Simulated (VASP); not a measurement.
# MgF2 (P4_2/mnm) in VASP: single point with HSE06

Aim: the single point of MgF2 with HSE06.

All numbers are computed with VASP 6.6.1; they aren't measurements. Logs are shortened: lines on timing, memory, paths and dates and some standing lists are left out, and cuts for length are marked.

### 1 The cell of the first run

It takes space group P4_2/mnm (No. 136, tetragonal). The conventional cell has a = 4.714 Å, b = 4.714 Å, c = 3.107 Å, α = 90.00°, β = 90.00°, γ = 90.00°. Within 2.7 Å of Mg (site symmetry mmm) lie 6 F at 2.03 Å. F (site symmetry m2m) has 3 Mg at 2.03 Å and 1 F at 2.61 Å within 2.7 Å.

### 2 Single point, HSE06 (strain +2.0%)

File POSCAR:

```
MgF2
1.0
    4.7144563145      0.0000000000      0.0000000000
    0.0000000000      4.7144563145      0.0000000000
    0.0000000000      0.0000000000      3.1070339947
Mg F
2 4
Direct
    0.0000000000      0.0000000000      0.0000000000
    0.5000000000      0.5000000000      0.5000000000
    0.3043223172      0.3043223172      0.0000000000
    0.1956776828      0.8043223172      0.5000000000
    0.8043223172      0.1956776828      0.5000000000
    0.6956776828      0.6956776828      0.0000000000
```

File INCAR.step1:

```
SYSTEM = MgF2
ALGO = Normal ; EDIFF = 1E-5
ENCUT = 520 ; GGA = PE
GGA_COMPAT = .FALSE. ; ISIF = 2
ISMEAR = 0 ; KPAR = 4
LASPH = .TRUE. ; LCHARG = .FALSE.
LREAL = .FALSE. ; LWAVE = .TRUE.
NBANDS = 25 ; NELM = 120
PREC = Accurate ; SIGMA = 0.01
```

File INCAR.step2:

```
SYSTEM = MgF2
ALGO = Normal ; EDIFF = 1E-6
ENCUT = 520 ; GGA = PE
GGA_COMPAT = .FALSE. ; HFSCREEN = 0.2079
ISIF = 2 ; ISMEAR = 0
ISTART = 1 ; KPAR = 4
LASPH = .TRUE. ; LCHARG = .FALSE.
LHFCALC = .TRUE. ; LREAL = .FALSE.
LWAVE = .FALSE. ; NBANDS = 25
NELM = 120 ; PREC = Accurate
PRECFOCK = Normal ; SIGMA = 0.01
```

File KPOINTS:

```
k-points
0
G
  4 4 6
  0 0 0
```

Potentials or basis: VASP PAW PBE potentials, release 64 (Mg, F).

On the command line:

```bash
$ cat potpaw_PBE.64/Mg/POTCAR potpaw_PBE.64/F/POTCAR > POTCAR
$ cp INCAR.step1 INCAR
$ mpirun -np 4 vasp_std > vasp.out
$ cp INCAR.step2 INCAR
$ mpirun -np 4 vasp_std > vasp.out
```

OUTCAR:

```text
SYSTEM = MgF2
   EDIFF = 1E-6
   ENCUT = 520
   GGA = PE
   HFSCREEN = 0.2079
   ISIF = 2
   ISMEAR = 0
   ISTART = 1
   LASPH = .TRUE.
   LHFCALC = .TRUE.
   LREAL = .FALSE.
   NELM = 120
   PREC = Accurate
   PRECFOCK = Normal

 ion  position               nearest neighbor table
   1  0.000  0.000  0.000-   4 2.03   5 2.03   4 2.03   5 2.03   3 2.03   6 2.03
   2  0.500  0.500  0.500-   3 2.03   6 2.03   3 2.03   6 2.03   5 2.03   4 2.03
   3  0.304  0.304  0.000-   2 2.03   2 2.03   1 2.03
   4  0.196  0.804  0.500-   1 2.03   1 2.03   2 2.03
   5  0.804  0.196  0.500-   1 2.03   1 2.03   2 2.03
   6  0.696  0.696  0.000-   2 2.03   2 2.03   1 2.03

  LATTYP: Found a simple tetragonal cell.
 ALAT       =     4.7144563145
 C/A-ratio  =     0.6590439676

  Lattice vectors:

 A1 = (   4.7144563145,   0.0000000000,   0.0000000000)
 A2 = (   0.0000000000,   4.7144563145,   0.0000000000)
 A3 = (   0.0000000000,   0.0000000000,   3.1070339947)

Analysis of symmetry for initial positions (statically):
=====================================================================
 Subroutine PRICEL returns:
 Original cell was already a primitive cell.

 Routine SETGRP: Setting up the symmetry group for a
 simple tetragonal supercell.

 Subroutine GETGRP returns: Found 16 space group operations
 (whereof  8 operations were pure point group operations)
 out of a pool of 16 trial point group operations.

The static configuration has the point symmetry D_2h.
 The point group associated with its full space group is D_4h.

Analysis of symmetry for dynamics (positions and initial velocities):
=====================================================================
 Subroutine PRICEL returns:
 Original cell was already a primitive cell.

 Routine SETGRP: Setting up the symmetry group for a
 simple tetragonal supercell.

 Subroutine GETGRP returns: Found 16 space group operations
 (whereof  8 operations were pure point group operations)
 out of a pool of 16 trial point group operations.

The dynamic configuration has the point symmetry D_2h.
 The point group associated with its full space group is D_4h.

 Subroutine INISYM returns: Found 16 space group operations
 (whereof  8 operations are pure point group operations),
 and found     1 'primitive' translations

----------------------------------------------------------------------------------------

                                     Primitive cell

  volume of cell :      69.0572

  direct lattice vectors                    reciprocal lattice vectors
     4.714456314  0.000000000  0.000000000     0.212113536  0.000000000  0.000000000
     0.000000000  4.714456314  0.000000000     0.000000000  0.212113536  0.000000000
     0.000000000  0.000000000  3.107033995     0.000000000  0.000000000  0.321850357

  length of vectors
     4.714456314  4.714456314  3.107033995     0.212113536  0.212113536  0.321850357

  position of ions in fractional coordinates (direct lattice)
     0.000000000  0.000000000  0.000000000
     0.500000000  0.500000000  0.500000000
     0.304322317  0.304322317  0.000000000
     0.195677683  0.804322317  0.500000000
     0.804322317  0.195677683  0.500000000
     0.695677683  0.695677683  0.000000000

  ion indices of the primitive-cell ions
   primitive index   ion index
                 1           1
                 2           2
                 3           3
                 4           4
                 5           5
                 6           6

----------------------------------------------------------------------------------------

 KPOINTS: k-points

Automatic generation of k-mesh.
 Grid dimensions read from file:
 generate k-points for:    4    4    6

 Generating k-lattice:

  Cartesian coordinates                     Fractional coordinates (reciprocal lattice)
     0.053028384  0.000000000  0.000000000     0.250000000  0.000000000  0.000000000
     0.000000000  0.053028384  0.000000000     0.000000000  0.250000000  0.000000000
     0.000000000  0.000000000  0.053641726     0.000000000  0.000000000  0.166666667

  Length of vectors
     0.053028384  0.053028384  0.053641726

  Shift w.r.t. Gamma in fractional coordinates (k-lattice)
     0.000000000  0.000000000  0.000000000

 Subroutine IBZKPT returns following result:
 ===========================================

 Found     24 irreducible k-points:

 Following reciprocal coordinates:
            Coordinates               Weight
  0.000000  0.000000  0.000000      1.000000
  0.250000  0.000000  0.000000      4.000000
  0.500000  0.000000  0.000000      2.000000
  0.250000  0.250000  0.000000      4.000000
  0.500000  0.250000  0.000000      4.000000
  0.500000  0.500000  0.000000      1.000000
[... 16 lines left out ...]
  0.500000  0.250000  0.500000      4.000000
  0.500000  0.500000  0.500000      1.000000
   k-points           NKPTS =     24   k-points in BZ     NKDIM =     96   number of bands    NBANDS=     25
   number of dos      NEDOS =    301   number of ions     NIONS =      6
   total plane-waves  NPLWV =  31104
   dimension x,y,z NGX =    36 NGY =   36 NGZ =   24
   dimension x,y,z NGXF=    72 NGYF=   72 NGZF=   48
   ions per type =               2   4
   NGX,Y,Z   is equivalent  to a cutoff of  12.69, 12.69, 12.84 a.u.
   NGXF,Y,Z  is equivalent  to a cutoff of  25.39, 25.39, 25.68 a.u.
 SYSTEM =  MgF2
   PREC   = accura    normal or accurate (medium, high low for compatibility)
   ISTART =      1    job   : 0-new  1-cont  2-samecut
   ICHARG =      0    charge: 1-file 2-atom 10-const
   ISPIN  =      1    spin polarized calculation?
   LNONCOLLINEAR =      F non collinear calculations
   LSORBIT =      F    spin-orbit coupling
   LASPH  =      T    aspherical Exc in radial PAW
   ENCUT  =  520.0 eV  38.22 Ry    6.18 a.u.   8.77  8.77  5.78*2*pi/ulx,y,z
   NELM   =    120;   NELMIN=  2; NELMDL=  0     # of ELM steps
   EDIFF  = 0.1E-05   stopping-criterion for ELM
   LREAL  =      F    real-space projection
   EDIFFG = 0.1E-04   stopping-criterion for IOM
   NSW    =      0    number of steps for IOM
   IBRION =     -1    ionic relax: 0-MD 1-quasi-New 2-CG
   NFREE  =      0    steps in history (QN), initial steepest desc. (CG)
   ISIF   =      2    stress and relaxation
   ISYM   =      3    0-nonsym 1-usesym 2-fastsym
   POTIM  = 0.5000    time-step for ionic-motion
   TEBEG  =    0.0;   TEEND  =   0.0 temperature during run
   PSTRESS=    0.0 pullay stress
   NELECT =      32.0000    total number of electrons
   NUPDOWN=      -1.0000    fix difference up-down
   EMIN   =  10.00;   EMAX   =-10.00  energy-range for DOS
   EFERMI =   0.00;   METHOD = LEGACY
   ISMEAR =     0;   SIGMA  =   0.01  broadening in eV -4-tet -1-fermi 0-gaus
   EFERMI_NEDOS =   21; number of points for ismear=-14 and -15
   IALGO  =     38    algorithm
   IMIX   =      1    mixing-type and parameters
     AMIX     =   0.40;   BMIX     =  1.00
     AMIX_MAG =   1.60;   BMIX_MAG =  1.00
  volume/ion in A,a.u.               =      11.51        77.67
  Fermi-wavevector in a.u.,A,eV,Ry     =   1.266840  2.393980 21.835765  1.604883
  Thomas-Fermi vector in A             =   2.400019
   LORBIT       =      0    0 simple, 1 ext, 2 COOP (PROOUT), +10 PAW based schemes
   GGA     = PE    functional components
   LHFCALC =     T    Hartree Fock is set to
   PRECFOCK=normal    Normal, Fast or Accurate (Low or Medium for compatibility)
   ENCUT4O =  -1.0   cutoff for four orbital integrals eV
   NKREDX  =     1    reduce k-point grid by
   NKREDY  =     1    reduce k-point grid by
   NKREDZ  =     1    reduce k-point grid by
   AEXX    =    0.2500 exact exchange contribution
   HFSCREEN=    0.2079 screening length (either q_TF or 0.3 A-1)
   HFSCREENC=   0.2079 screening length for correlation (either q_TF or 0.3 A-1)
   ENCUTFOCK=  -1.0 apply spherical cutoff to Coloumb kernel
   IVDW    =     0    specifies the selected vdW correction
   LEPSILON=     F    determine dielectric tensor
   LRPA    =     F    only Hartree local field effects (RPA)
 non-spin polarized calculation
 Gauss-broadening in eV      SIGMA  =   0.01
  energy-cutoff  :      520.00
  volume of cell :       69.06
 maximum number of plane-waves:      1888
 NGX is ok and might be reduce to    36
  NGX = 28; NGY = 28; NGZ = 18

 number of electron      31.9999989 magnetization

 Free energy of the ion-electron system (eV)
  ---------------------------------------------------
  ext. energy  EPLUGINS =         0.00000000
  ---------------------------------------------------
  free energy    TOTEN  =       -38.26136887 eV

  energy without entropy =      -38.26136887  energy(sigma->0) =      -38.26136887

 E-fermi :  -3.2513     XC(G=0):  -7.7700

 val. band max:       -3.3106901272   @ k =   0.0000   0.0000   0.0000
 cond. band min:       5.6751723787   @ k =   0.0000   0.0000   0.0000
 fundamental gap:      8.9858625058
 Fermi energy:        -3.2513298264

 k-point     1 :       0.0000    0.0000    0.0000
  band No.  band energies     occupation
      1     -25.4020      2.00000
      2     -24.6721      2.00000
      3     -24.6721      2.00000
      4     -24.5996      2.00000
      5      -7.2403      2.00000
      6      -5.6558      2.00000
[... 17 lines left out ...]
     24      17.1311      0.00000
     25      17.1311      0.00000

 k-point     2 :       0.2500    0.0000    0.0000
  band No.  band energies     occupation
      1     -25.3128      2.00000
      2     -24.8267      2.00000
      3     -24.6477      2.00000
      4     -24.5671      2.00000
      5      -7.0233      2.00000
      6      -5.8640      2.00000
[... 17 lines left out ...]
     24      16.6559      0.00000
     25      17.2524      0.00000

 k-point     3 :       0.5000    0.0000    0.0000
  band No.  band energies     occupation
      1     -25.0862      2.00000
      2     -25.0862      2.00000
      3     -24.5957      2.00000
      4     -24.5957      2.00000
      5      -6.5088      2.00000
      6      -6.5088      2.00000
[... 552 lines left out ...]
 k-point    23 :       0.5000    0.2500    0.5000
  band No.  band energies     occupation
      1     -24.8214      2.00000
      2     -24.8214      2.00000
      3     -24.6371      2.00000
      4     -24.6371      2.00000
      5      -6.7324      2.00000
      6      -6.7324      2.00000
[... 17 lines left out ...]
     24      14.3602      0.00000
     25      16.2311      0.00000

 k-point    24 :       0.5000    0.5000    0.5000
  band No.  band energies     occupation
      1     -24.8198      2.00000
      2     -24.8198      2.00000
      3     -24.6360      2.00000
      4     -24.6360      2.00000
      5      -6.9281      2.00000
      6      -6.9281      2.00000
[... 17 lines left out ...]
     24      13.7921      0.00000
     25      16.8345      0.00000

------------------------ aborting loop because EDIFF is reached ----------------------------------------

  FORCE on cell =-STRESS in cart. coord.  units (eV):
  Direction    XX          YY          ZZ          XY          YZ          ZX
  --------------------------------------------------------------------------------------
  -------------------------------------------------------------------------------------
  Total       -1.9724761     -1.9724761     -2.3493677     -0.0000000      0.0000000      0.0000000
  in kB      -45.7628541    -45.7628541    -54.5070071     -0.0000000      0.0000000      0.0000000
  external PRESSURE =     -48.6775717 kB  Pullay stress =       0.0000000 kB

 VOLUME and BASIS-vectors are now :
 -----------------------------------------------------------------------------
  energy-cutoff  :      520.00
  volume of cell :       69.06
      direct lattice vectors                 reciprocal lattice vectors
     4.714456314  0.000000000  0.000000000     0.212113536  0.000000000  0.000000000
     0.000000000  4.714456314  0.000000000     0.000000000  0.212113536  0.000000000
     0.000000000  0.000000000  3.107033995     0.000000000  0.000000000  0.321850357

 POSITION                                       TOTAL-FORCE (eV/Angst)
 -----------------------------------------------------------------------------------
      0.00000      0.00000      0.00000         0.000000      0.000000      0.000000
      2.35723      2.35723      1.55352         0.000000      0.000000      0.000000
      1.43471      1.43471      0.00000         0.011806      0.011806     -0.000000
      0.92251      3.79194      1.55352        -0.011806      0.011806     -0.000000
      3.79194      0.92251      1.55352         0.011806     -0.011806      0.000000
      3.27974      3.27974      0.00000        -0.011806     -0.011806      0.000000
 -----------------------------------------------------------------------------------
    total drift:                                0.000384     -0.000425      0.000077

  FREE ENERGIE OF THE ION-ELECTRON SYSTEM (eV)
  ---------------------------------------------------
  free  energy   TOTEN  =       -38.2613688661 eV

  energy  without entropy=      -38.2613688661  energy(sigma->0) =      -38.26136887
```

It took 19 min on 4 MPI ranks of AMD EPYC 9R45 (Zen 5), shared host; peak memory 0.3 GiB.

What came out:

| Property | Result |
| --- | --- |
| Free energy | -38.2614 eV |
| Pressure | -4.9 GPa |
| Largest force | 0.017 eV/Å |
| Band gap on the k mesh | 8.99 eV |

Forces in eV/Å, atoms in the order of the input:
```
Mg   0.000  0.000  0.000
Mg   0.000  0.000  0.000
F    0.012  0.012  0.000
F   -0.012  0.012  0.000
F    0.012 -0.012  0.000
F   -0.012 -0.012  0.000
```

Stress tensor (GPa, compression positive):
```
-4.58  0.00  0.00
 0.00 -4.58  0.00
 0.00  0.00 -5.45
```

Caveat: the cell differs from its parent crystal (strain +2.0%); the cell stands under tension; the structure was generated, so it needn't be the stable form of MgF2; the PAW data sets were made with another functional, which shifts forces and pressure a little.
